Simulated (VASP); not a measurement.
The system is HfO2.

```
CELL_PARAMETERS angstrom
3.57669 0.00000 0.00000
0.00000 3.57669 0.00000
0.00000 0.00000 5.20222
ATOMIC_POSITIONS crystal
Hf 0.50000 0.50000 0.50000
Hf 0.00000 0.00000 0.00000
O 0.00000 0.50000 0.69621
O 0.50000 0.00000 0.80379
O 0.50000 0.00000 0.30379
O 0.00000 0.50000 0.19621
```

Base run:

```yaml
Program: VASP 6.6.1
Functional: PBEsol
Potentials_or_basis: VASP PAW PBE potentials, release 64 (Hf_pv, O)
Cutoff: 520 eV
k_mesh: 6 × 6 × 4, shifted
Occupations: gaussian, width 0.01 eV
Spin: no spin polarisation
```

Its results: band gap on the k mesh 4.68 eV (least direct gap 4.73 eV); pressure -5.1 GPa; largest force 0.004 eV/Å.

Problem. The run is repeated on the same cell with these changes: k mesh from 6 × 6 × 4, shifted to 4 × 4 × 4, through Γ. What comes out?

Solution. Band gap on the k mesh 4.59 eV (least direct gap 4.67 eV); pressure -5.1 GPa; largest force 0.004 eV/Å.

Caveats: some runs use coarse meshes; the PAW data sets were made with another functional, which shifts forces and pressure a little; spin-orbit coupling is left out, which moves the levels of the heavy elements; the cell stands under tension (at least some runs); a shifted mesh leaves out Γ, where band edges can lie (at least some runs).

A k mesh can miss the band edges.
